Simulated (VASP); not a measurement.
# BaTiO3 in VASP: further runs, part 2 of 2

VASP 6.6.1. The steps go on from the part before.

## 5. Single point, LDA+U

This run uses another cell than the first one, of 12.30 Å³/atom.

File INCAR:

```
SYSTEM = BaTiO3
ALGO = Normal ; EDIFF = 1E-6
ENCUT = 600 ; GGA = CA
GGA_COMPAT = .FALSE. ; ISIF = 2
ISMEAR = -1 ; KPAR = 4
LASPH = .TRUE. ; LCHARG = .TRUE.
LDAU = .TRUE. ; LDAUJ = 0 0 0
LDAUL = -1 2 -1 ; LDAUPRINT = 1
LDAUTYPE = 2 ; LDAUU = 0 5 0
LMAXMIX = 4 ; LREAL = .FALSE.
LVHAR = .TRUE. ; LWAVE = .FALSE.
NBANDS = 51 ; NELM = 200
PREC = Accurate ; SIGMA = 0.05
```

File KPOINTS:

```
k-points
0
G
  7 5 5
  0 0 0
```

File POSCAR:

```
BaTiO3
1.0
   -2.7910396350     -1.6114064679     -2.2788747822
    2.7909910000     -4.8340795863     -0.0000391556
   -2.7909885214     -1.6113213684      4.5576272629
Ba Ti O
2 2 6
Direct
    0.0042818455      1.0000074748      0.9957187614
    1.0042706297      0.4999976110      0.4957177722
    0.5043205375      1.0000171094      0.4957040560
    0.5043347698      0.5000164388     -0.0042980182
    0.5042242312      0.2499743922      0.7457774040
    0.5042481773      0.7500157079      0.2457381222
    0.5042518951      0.7499670342      0.7457488501
    0.5042398931      0.2500143863      0.2457816984
    1.0042148636     -0.0000000848      0.4957546616
    0.0042131572      0.4999899303     -0.0042433078
```

Run with:

```
> cat potpaw_LDA.64/Ba_sv/POTCAR potpaw_LDA.64/Ti_sv/POTCAR potpaw_LDA.64/O/POTCAR > POTCAR
> mpirun -np 4 vasp_std > vasp.out
```

It took 2.4 min on 4 MPI ranks of AMD EPYC 7R13 (Zen 3), shared host; peak memory 0.59 GiB.

The run converged. Its results:

* Free energy: -81.4741 eV
* Pressure: 5.0 GPa
* Largest force: 0.004 eV/Å
* Band gap on the k mesh: 2.34 eV

Forces on the atoms (eV/Å):
```
Ba   0.000  0.000  0.000
Ba   0.000 -0.001  0.000
Ti   0.000  0.002  0.003
Ti   0.001  0.001  0.003
O    0.000  0.000 -0.001
O    0.000  0.000  0.000
O    0.002 -0.001 -0.001
O    0.001  0.000 -0.001
O   -0.002 -0.001 -0.002
O   -0.002 -0.001 -0.002
```

Levels at points of the mesh, in eV from the valence-band top:
```csv
k point,band 36,band 37,band 38,band 39,band 40,band 41,band 42,band 43,band 44,band 45
"(0.00, 0.00, 0.00)",-0.86,-0.15,-0.15,-0.15,-0.09,2.34,2.34,2.34,4.26,4.26
```

Eigenvalues of the final occupation matrices:
| site | spin | trace | eigenvalues |
| --- | --- | --- | --- |
| site 3 d | 1 | 0.81 | 0.10 0.10 0.10 0.25 0.25 |
| site 3 d | 2 | 0.81 | 0.10 0.10 0.10 0.25 0.25 |
| site 4 d | 1 | 0.81 | 0.10 0.10 0.10 0.25 0.25 |
| site 4 d | 2 | 0.81 | 0.10 0.10 0.10 0.25 0.25 |

Caveat: the cell stands under pressure; spin-orbit coupling is left out, which moves the levels of the heavy elements; an odd mesh through Γ misses points on the zone boundary, where band edges can lie.

## 6. Single point, PBEsol+U

This run uses another cell than the first one, of 12.68 Å³/atom.

File INCAR:

```
PREC = Accurate
ENCUT = 520
EDIFF = 1E-6
ISMEAR = -1
SIGMA = 0.05
LREAL = F
LASPH = T
NELM = 150
ALGO = Normal
ISIF = 2
LWAVE = F
LCHARG = T
LMAXMIX = 4
LDAU = T
LDAUTYPE = 2
LDAUL = -1 2 -1
LDAUU = 0 1 0
LDAUJ = 0 0 0
LDAUPRINT = 1
GGA = PS
LELF = T
LVHAR = T
NBANDS = 51
```

File KPOINTS:

```
regular mesh
0
Gamma
  7 5 5
```

File POSCAR:

```
BaTiO3
1.0
   -2.8166006108     -1.6261600548     -2.3062767749
    2.8171453124     -4.8795428250      0.0000839615
   -2.8172572838     -1.6266583849      4.6137057128
Ba Ti O
2 2 6
Direct
   -0.0012793824      1.0000070648      1.0013636410
    0.9987215889      0.5000080123      0.5013636367
    0.4889544252      1.0000187627      0.5112525880
    0.4889557478      0.5000174766      0.0112521391
    0.5093412152      0.2471460707      0.7377533282
    0.5093421003      0.7471428311      0.2377563068
    0.5093456902      0.7528360093      0.7377620406
    0.5093457742      0.2528338516      0.2377583402
    1.0149345940     -0.0000034987      0.4905688240
    0.0149382465      0.4999934194     -0.0094308446
```

Potentials or basis: VASP PAW PBE potentials, release 64 (Ba_sv, Ti_sv, O).

Run with:

```
> cat potpaw_PBE.64/Ba_sv/POTCAR potpaw_PBE.64/Ti_sv/POTCAR potpaw_PBE.64/O/POTCAR > POTCAR
> mpirun -np 1 vasp_std > vasp.out
```

OUTCAR:

```text
PREC = Accurate
   ENCUT = 520
   EDIFF = 1E-6
   ISMEAR = -1
   LREAL = F
   LASPH = T
   NELM = 150
   ISIF = 2
   GGA = PS

 ion  position               nearest neighbor table
   1  0.999  0.000  0.001-   9 2.76   8 2.76   6 2.76   8 2.82   6 2.82  10 2.82  10 2.82   5 2.82
                             7 2.82   5 2.88   7 2.88   9 2.88   3 3.39   3 3.43   4 3.43   4 3.43
   2  0.999  0.500  0.501-  10 2.76   7 2.76   5 2.76   7 2.82   5 2.82   9 2.82   9 2.82   6 2.82
                             8 2.82   6 2.88   8 2.88  10 2.88   4 3.39   4 3.43   3 3.43   3 3.43
   3  0.489  0.000  0.511-   5 1.89   7 1.89   9 1.89   9 2.10   8 2.10   6 2.10   1 3.39   1 3.43
[... 1637 lines left out ...]

 VOLUME and BASIS-vectors are now :
 -----------------------------------------------------------------------------
  energy-cutoff  :      520.00
  volume of cell :      126.82
      direct lattice vectors                 reciprocal lattice vectors
    -2.816600611 -1.626160055 -2.306276775    -0.177518864 -0.102490866 -0.144533263
     2.817145312 -4.879542825  0.000083961     0.088742316 -0.153702924 -0.000002647
    -2.817257284 -1.626658385  4.613705713    -0.088738881 -0.051229839  0.144496926

 POSITION                                       TOTAL-FORCE (eV/Angst)
 -----------------------------------------------------------------------------------
     -2.81682     -1.62633     -2.29703         0.000143      0.000126     -0.034696
     -2.81687     -4.87944      0.00986         0.000143      0.000126     -0.034696
     -2.81747     -1.62684      1.23110         0.000736      0.000768     -0.183060
     -0.00027     -3.25328     -1.07571         0.000736      0.000768     -0.183060
     -2.81681     -3.23430      2.22912        -0.000150     -0.083519      0.072822
      0.00038     -4.86074     -0.07768        -0.000150     -0.083519      0.072822
     -1.39224     -5.70186      2.22919        -0.072185      0.041425      0.072693
     -1.39218     -2.44874     -0.07772        -0.072185      0.041425      0.072693
      1.39301     -5.70180      2.22898         0.071457      0.041200      0.072240
     -1.42421     -4.07535      4.53578         0.071457      0.041200      0.072240
 -----------------------------------------------------------------------------------
    total drift:                               -0.000113     -0.000065     -0.000966

  FREE ENERGIE OF THE ION-ELECTRON SYSTEM (eV)
  ---------------------------------------------------
  free  energy   TOTEN  =       -82.5711981143 eV

  energy  without entropy=      -82.5711981142  energy(sigma->0) =      -82.57119811
```

stdout:

```text
POSCAR found type information on POSCAR BaTiO
 POSCAR found :  3 types and      10 ions
 scaLAPACK will be used
 -----------------------------------------------------------------------------
|                                                                             |
|                                                                             |
|     You enforced a specific xc type in the INCAR file but a different       |
[... 46 lines left out ...]
 -----------------------------------------------------------------------------

 POSCAR, INCAR and KPOINTS ok, starting setup
 FFT: planning ... GRIDC
 FFT: planning ... GRID_SOFT
 FFT: planning ... GRID
 WAVECAR not read
 entering main loop
```

It took 15 min on 1 thread of Oxide Virtual Turin-like, shared host; peak memory 0.51 GiB.

What came out:

| Quantity | Value |
| --- | --- |
| Free energy | -82.5712 eV |
| Pressure | 2.4 GPa |
| Largest force | 0.183 eV/Å |
| Band gap on the k mesh | 2.27 eV |

Forces in eV/Å, atoms in the order of the input:
```
Ba   0.000  0.000 -0.035
Ba   0.000  0.000 -0.035
Ti   0.001  0.001 -0.183
Ti   0.001  0.001 -0.183
O    0.000 -0.084  0.073
O    0.000 -0.084  0.073
O   -0.072  0.041  0.073
O   -0.072  0.041  0.073
O    0.071  0.041  0.072
O    0.071  0.041  0.072
```

Stress tensor (GPa, compression positive):
```
2.45 0.00 0.00
0.00 2.45 0.00
0.00 0.00 2.33
```

Levels at points of the mesh, in eV from the valence-band top:
```tsv
k point	band 38	band 39	band 40	band 41	band 42	band 43
(0.00, 0.00, 0.00)	-0.31	-0.31	-0.08	2.27	2.28	2.39
```

Eigenvalues of the final occupation matrices:
```
    site  spin  trace               eigenvalues
site 3 d     1   0.89  0.13 0.13 0.13 0.25 0.25
site 3 d     2   0.89  0.13 0.13 0.13 0.25 0.25
site 4 d     1   0.89  0.13 0.13 0.13 0.25 0.25
site 4 d     2   0.89  0.13 0.13 0.13 0.25 0.25
```

Caveat: the PAW data sets were made with another functional, which shifts forces and pressure a little; spin-orbit coupling is left out, which moves the levels of the heavy elements; an odd mesh through Γ misses points on the zone boundary, where band edges can lie.

## 7. Overview

| level | potentials or basis | U | cell | cutoff (eV) | gap on the mesh (eV) | pressure (GPa) | largest force (eV/Å) |
| --- | --- | --- | --- | --- | --- | --- | --- |
| LDA+U | VASP PAW LDA potentials, release 64 (Ba_sv, Ti_sv, O) | Ti d U = 4.0 eV | a = 3.944, b = 5.578, c = 5.578 Å, 10 atoms, atomic positions A | 600 | 2.21 | 4.5 | - |
| LDA+U | VASP PAW LDA potentials, release 64 (Ba_sv, Ti_sv, O) | Ti d U = 3.0 eV | a = 3.942, b = 5.575, c = 5.575 Å, 10 atoms, atomic positions A | 600 | 2.10 | 4.0 | 0.06 |
| LDA+U | VASP PAW LDA potentials, release 64 (Ba_sv, Ti_sv, O) | Ti d U = 1.0 eV | a = 3.944, b = 5.576, c = 5.581 Å, angles 90.0, 89.9, 90.0°, 10 atoms, atomic positions B | 600 | 2.10 | 2.8 | 0.18 |
| LDA+U | VASP PAW LDA potentials, release 64 (Ba_sv, Ti_sv, O) | Ti d U = 5.0 eV | a = 3.947, b = 5.582, c = 5.582 Å, 10 atoms, atomic positions A | 600 | 2.34 | 5.0 | - |
| PBEsol+U | VASP PAW PBE potentials, release 64 (Ba_sv, Ti_sv, O) | Ti d U = 1.0 eV | a = 3.987, b = 5.634, c = 5.645 Å, angles 90.0, 90.2, 90.0°, 10 atoms, atomic positions C | 520 | 2.27 | 2.4 | 0.18 |

Alike in all rows: task single point; no spin polarisation; k mesh 7 × 5 × 5; smearing fermi-dirac 0.05 eV.

Caveats: spin-orbit coupling is left out, which moves the levels of the heavy elements; an odd mesh through Γ misses points on the zone boundary, where band edges can lie; the cell stands under pressure (at least some runs); the PAW data sets were made with another functional, which shifts forces and pressure a little (at least some runs).

Absolute energies hang on the potentials; compare differences alone.
